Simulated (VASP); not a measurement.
Write the native input for VASP 6.6.1 that does the following.

* Task: single point
* Functional: PBE
* Potentials or basis: VASP PAW PBE potentials, release 64 (Ir_sv_GW, F)
* Cutoff: 520 eV
* k mesh: 10 × 7 × 1
* Occupations: gaussian, width 0.1 eV
* Spin: no spin polarisation
* Dipole correction: yes
* Further INCAR settings: ALGO = Normal; EDIFF = 1e-06; NBANDS = 46; NELMDL = -8

The structure of Ir4F lies in POSCAR:

```
Ir4F
1.0
    2.7367600872      0.0000000000      0.0000000000
    0.0000000000      3.8703632323      0.0000000000
    0.0000000000      0.0000000000     19.4599433740
Ir F
4 1
Direct
    0.5000000000      0.5000000000      0.2055504440
    0.0000000000      0.0000000000      0.2758682253
    0.5000000000      0.5000000000      0.3454282602
    0.0000000000      0.0000000000      0.4090424736
    0.0000000000      0.0000000000      0.5060571397
```

The input as run:

INCAR

```
SYSTEM = Ir4F
  PREC = Accurate
  ENCUT = 520
  EDIFF = 1E-6
  ISMEAR = 0
  SIGMA = 0.1
  LREAL = .FALSE.
  LASPH = .TRUE.
  NELM = 120
  ALGO = Normal
  ISIF = 2
  LWAVE = .FALSE.
  LCHARG = .TRUE.
  LDIPOL = .TRUE.
  IDIPOL = 3
  DIPOL = 0.5 0.5 0.348
  GGA = PE
  LELF = .TRUE.
  LVHAR = .TRUE.
  LVACPOTAV = .TRUE.
  NBANDS = 46
  GGA_COMPAT = .FALSE.
  NELMDL = -8
```

KPOINTS

```
Automatic mesh
0
G
  10 7 1
  0 0 0
```

Potentials or basis: VASP PAW PBE potentials, release 64 (Ir_sv_GW, F).

Run with:

```console
$ cat potpaw_PBE.64/Ir_sv_GW/POTCAR potpaw_PBE.64/F/POTCAR > POTCAR
$ mpirun -np 1 vasp_std > vasp.out
```

It gave:

```
Largest force          : 1.463 eV/Å
Band gap on the k mesh : zero (an odd number of electrons rules out a gap without spin polarisation)
```

Caveat: spin-orbit coupling is left out, which moves the levels of the heavy elements.

It took 16 min on 1 thread of Intel(R) Xeon(R) Platinum 8375C CPU @ 2.90GHz (Ice Lake), with other jobs on the host, peak memory 0.39 GiB.
